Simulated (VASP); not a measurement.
Input of a VASP 6.6.1 run:

The input POSCAR:

```
K2S
1.0
    0.0000000000      3.7027568507      3.7027568507
    3.7027568507      0.0000000000      3.7027568507
    3.7027568507      3.7027568507      0.0000000000
S K
1 2
Direct
    0.0000000000      0.0000000000      0.0000000000
    0.2500000000      0.2500000000      0.2500000000
    0.7500000000      0.7500000000      0.7500000000
```

The input INCAR.step1:

```
SYSTEM = K2S
ALGO = Normal ; EDIFF = 1E-5
ENCUT = 400 ; GGA = PE
GGA_COMPAT = .FALSE. ; ISIF = 2
ISMEAR = 0 ; LASPH = .TRUE.
LCHARG = .FALSE. ; LREAL = .FALSE.
LWAVE = .TRUE. ; NBANDS = 19
NELM = 120 ; PREC = Accurate
SIGMA = 0.01
```

File INCAR.step2:

```
SYSTEM = K2S
AEXX = 0.4 ; ALGO = Normal
EDIFF = 1E-6 ; ENCUT = 400
GGA = PE ; GGA_COMPAT = .FALSE.
HFSCREEN = 0.5 ; ISIF = 2
ISMEAR = 0 ; ISTART = 1
LASPH = .TRUE. ; LCHARG = .FALSE.
LHFCALC = .TRUE. ; LREAL = .FALSE.
LWAVE = .FALSE. ; NBANDS = 19
NELM = 120 ; PREC = Accurate
PRECFOCK = Normal ; SIGMA = 0.01
```

Contents of KPOINTS:

```
k-points
0
G
  4 4 4
  0 0 0
```

Potentials or basis: VASP PAW PBE potentials, release 64 (S, K_sv).

Run with:

```sh
$ cat potpaw_PBE.64/S/POTCAR potpaw_PBE.64/K_sv/POTCAR > POTCAR
$ cp INCAR.step1 INCAR
$ mpirun -np 1 vasp_std > vasp.out
$ cp INCAR.step2 INCAR
$ mpirun -np 1 vasp_std > vasp.out
```

(1) Predict the band gap on the k mesh.

(2) What does it give for the pressure?

Results:

(1) 3.07 eV (least direct gap 3.25 eV).

(2) 0.1 GPa.

Caveat: the structure was generated, so it needn't be the stable form of K2S; the PAW data sets were made with another functional, which shifts forces and pressure a little.
